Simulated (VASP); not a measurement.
Wanted: the native input for a VASP 6.6.1 run.

```
Task                   : relaxation of cell and atoms
Functional             : PBE
Potentials or basis    : VASP PAW PBE potentials, release 64 (In_d, Te, O)
Cutoff                 : 600 eV
k mesh                 : 10 × 10 × 6
Occupations            : gaussian, width 0.1 eV
Spin                   : no spin polarisation
Dipole correction      : no
Further INCAR settings : ALGO = Normal; EDIFF = 1e-07; IBRION = 2; EDIFFG = -0.01; NSW = 100; ISIF = 3
```

The structure of In2TeO2 lies in POSCAR:

```
In2TeO2
1.0
    4.1094078608      0.0000000000      0.0000000000
    0.0000000000      4.1094078608      0.0000000000
    0.0000000000      0.0000000000      6.6777533879
In Te O
2 1 2
Direct
    0.0000000000      0.0000000000      0.5000000000
    0.0000000000      0.0000000000      0.0000000000
    0.5000000000      0.5000000000      0.5000000000
    0.5000000000      0.5000000000      0.8013007929
    0.5000000000      0.5000000000      0.1986992071
```

The cell was built from a structure type or drawn by symmetry, and may not be a known phase.

These files were run (other wordings do the same):

INCAR

```
  ALGO = Normal
  EDIFF = 1E-7
  EDIFFG = -0.01
  ENCUT = 600
  GGA = PE
  IBRION = 2
  ISIF = 3
  ISMEAR = 0
  LASPH = True
  LCHARG = False
  LREAL = False
  LWAVE = False
  NELM = 60
  NSW = 100
  PREC = Accurate
  SIGMA = 0.1
```

KPOINTS

```
k-points
0
Gamma
  10 10 6
```

Potentials or basis: VASP PAW PBE potentials, release 64 (In_d, Te, O).

Run with:

```bash
$ cat potpaw_PBE.64/In_d/POTCAR potpaw_PBE.64/Te/POTCAR potpaw_PBE.64/O/POTCAR > POTCAR
$ mpirun -np 1 vasp_std > vasp.out
```

Results of the run:

```json
{
 "Relaxed volume": "22.53 Å³/atom",
 "Relaxed cell": "a = 4.109 Å, b = 4.109 Å, c = 6.674 Å, α = 90.00°, β = 90.00°, γ = 90.00°",
 "Space group after relaxing (to 0.1 Å)": "P4/mmm (No. 123)",
 "Energy gained by relaxing": "0.0 meV/atom",
 "Ionic steps": "3",
 "Pressure after relaxing": "0.0 GPa",
 "Largest force after relaxing": "0.004 eV/Å",
 "Band gap on the k mesh": "zero (bands 22 and 23 overlap by 1.90 eV)"
}
```

Caveat: spin-orbit coupling is left out, which moves the levels of the heavy elements.

Run time: 15 min on 1 thread of Intel Xeon 8259CL, on a shared host, peak memory 0.47 GiB.
